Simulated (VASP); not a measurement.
The system is Ti.

```
CELL_PARAMETERS angstrom
4.60000 0.00000 0.00000
-2.30000 3.98372 0.00000
0.00000 0.00000 2.82000
ATOMIC_POSITIONS crystal
Ti 0.00000 0.00000 0.00000
Ti 0.33333 0.66667 0.50000
Ti 0.66667 0.33333 0.50000
```

This isn't the form of Ti at room conditions, which is hcp.

```yaml
Program: VASP 6.6.1
Task: relaxation of cell and atoms
Functional: LDA
Potentials_or_basis: VASP PAW LDA potentials, release 64 (Ti_sv)
Cutoff: 600 eV
k_mesh: 7 × 7 × 9
Occupations: gaussian, width 0.05 eV
Spin: no spin polarisation
```

At the start: pressure -9.2 GPa; volume 17.23 Å³/atom.

Problem. Where does the relaxation end?

Solution. Over 8 steps the energy falls by 43.7 meV/atom and the volume is 15.83 Å³/atom (-8.1 %); space group P6/mmm (No. 191, to 0.1 Å) before and after.

Step by step:
```csv
step,energy change (eV),largest force (eV/Å),pressure (GPa),volume (Å³)
1,0.0000,0.0000,-9.19,51.68
2,-0.0547,0.0000,8.89,44.63
3,-0.1295,0.0000,0.00,47.51
4,-0.1295,0.0000,0.22,47.43
5,-0.1309,0.0000,0.17,47.43
6,-0.1309,0.0000,0.16,47.43
7,-0.1309,0.0000,-0.11,47.54
8,-0.1310,0.0000,-0.01,47.49
```

Final structure:
```
Ti
1.0
     4.45051    0.00000    0.00000
    -2.22526    3.85426    0.00000
     0.00000    0.00000    2.76874
Ti
3
Direct
  0.00000 0.00000 0.00000
  0.33333 0.66667 0.50000
  0.66667 0.33333 0.50000
```
